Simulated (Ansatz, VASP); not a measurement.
## One calculation of Ir, two programs

File INCAR:

```
PREC = Accurate ; ENCUT = 500
EDIFF = 1E-6 ; ISMEAR = 0
SIGMA = 0.15 ; LREAL = F
LASPH = T ; NELM = 120
ALGO = Normal ; ISIF = 2
LWAVE = F ; LCHARG = T
LELF = T ; LVHAR = T
NBANDS = 14 ; GGA_COMPAT = F
```

Contents of KPOINTS:

```
Automatic mesh
0
Gamma
  8 8 8
```

The input POSCAR:

```
Ir
1.0
    0.0000000000      1.8887316814      1.9831682655
    1.8887316814      0.0000000000      1.9831682655
    1.8887316814      1.8887316814      0.0000000000
Ir
1
Direct
    0.0000000000      0.0000000000      0.0000000000
```

Input for Ansatz:

```yaml
crystal:
  lattice:
    - [0.0, 1.8887316814, 1.9831682655]
    - [1.8887316814, 0.0, 1.9831682655]
    - [1.8887316814, 1.8887316814, 0.0]
  atoms:
    - { symbol: Ir, position: [0.0, 0.0, 0.0] }
basis:
  ecutwfc: 420
kpoints:
  mp_grid: { grid: [8, 8, 8] }
hamiltonian:
  xc: lda
scf:
  occupations: { method: gaussian, width: 0.15 }
output:
  forces: true
  stress: true
  eigenvalues: true
```

Alike in both runs: task single point; functional LDA; k mesh 8 × 8 × 8; occupations gaussian, width 0.15 eV; no spin polarisation.

```csv
,VASP,Ansatz
version,VASP 6.6.1,Ansatz 0.2.0
potentials or method,"VASP PAW LDA potentials, release 64 (Ir_sv_GW), cutoff 500 eV","scalar-relativistic, plane waves, PAW"
valence electrons in the cell,17,17
```

Ansatz gave:

- gap on the k mesh at the Fermi level (eV): none
- pressure (GPa): -6.4
- traceless stress, the component that is largest in VASP (GPa): -11.51

Q: Which values does VASP return?

A: gap on the k mesh at the Fermi level (eV): none; pressure (GPa): -8.2; traceless stress, the component that is largest in VASP (GPa): -11.48.

LDA's correlation is that of Perdew and Zunger in VASP and of Perdew and Wang (1992) in Ansatz. A gap of «none» marks a metal or a gap that the smearing closes.

Spin-orbit coupling is off throughout.
